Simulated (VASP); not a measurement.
Set up this calculation in VASP 6.6.1, as the native input.

| Property | Result |
| --- | --- |
| Task | relaxation of cell and atoms |
| Functional | r2SCAN |
| Potentials or basis | VASP PAW PBE potentials, release 64 (Sn_d) |
| Cutoff | 600 eV |
| k mesh | 11 × 11 × 11 |
| Occupations | methfessel-paxton, width 0.1 eV |
| Spin | no spin polarisation |
| Dipole correction | no |
| Further INCAR settings | ALGO = Normal; EDIFF = 1e-06; IBRION = 2; EDIFFG = -0.005; NSW = 80; ISIF = 3 |

Sn:

```
Sn
1.0
    -1.89465    1.89465    1.89465
     1.89465   -1.89465    1.89465
     1.89465    1.89465   -1.89465
Sn
1
Direct
  0.00000 0.00000 0.00000
```

This isn't the form of Sn at room conditions, which is tetragonal (white tin).

The input as run:

POSCAR

```
Sn
1.0
   -1.8946520000      1.8946520000      1.8946520000
    1.8946520000     -1.8946520000      1.8946520000
    1.8946520000      1.8946520000     -1.8946520000
Sn
1
Direct
    0.0000000000      0.0000000000      0.0000000000
```

INCAR.step1

```
SYSTEM = Sn
PREC = Accurate
ENCUT = 600
ISMEAR = 1
SIGMA = 0.1
LREAL = .False.
LASPH = .True.
NELM = 80
GGA = PE
ALGO = Normal
EDIFF = 1E-4
LWAVE = .True.
LCHARG = .False.
```

INCAR.step2

```
SYSTEM = Sn
PREC = Accurate
ENCUT = 600
EDIFF = 1E-6
ISMEAR = 1
SIGMA = 0.1
LREAL = .False.
LASPH = .True.
NELM = 80
ALGO = Normal
ISIF = 3
LWAVE = .False.
LCHARG = .False.
METAGGA = R2SCAN
LMIXTAU = .True.
IBRION = 2
NSW = 80
EDIFFG = -0.005
ISTART = 1
```

KPOINTS

```
regular mesh
0
Gamma
  11 11 11
  0 0 0
```

Potentials or basis: VASP PAW PBE potentials, release 64 (Sn_d).

Run with:

```bash
$ cat potpaw_PBE.64/Sn_d/POTCAR > POTCAR
$ cp INCAR.step1 INCAR
$ mpirun -np 1 vasp_std > vasp.out
$ cp INCAR.step2 INCAR
$ mpirun -np 1 vasp_std > vasp.out
```

It gave:

| Property | Result |
| --- | --- |
| Relaxed volume | 27.15 Å³/atom |
| Relaxed cell | a = 3.280 Å, b = 3.280 Å, c = 3.280 Å, α = 109.47°, β = 109.47°, γ = 109.47° |
| Space group after relaxing (to 0.1 Å) | Im-3m (No. 229) |
| Energy gained by relaxing | 0.0 meV/atom |
| Ionic steps | 2 |
| Pressure after relaxing | 0.0 GPa |
| Band gap on the k mesh | zero (bands 7 and 8 overlap by 10.97 eV) |

Caveat: the PAW data sets were made with another functional, which shifts forces and pressure a little; spin-orbit coupling is left out, which moves the levels of the heavy elements.

It took 3.1 min on 1 thread of Intel Xeon 8259CL, on a shared host, peak memory 0.18 GiB.
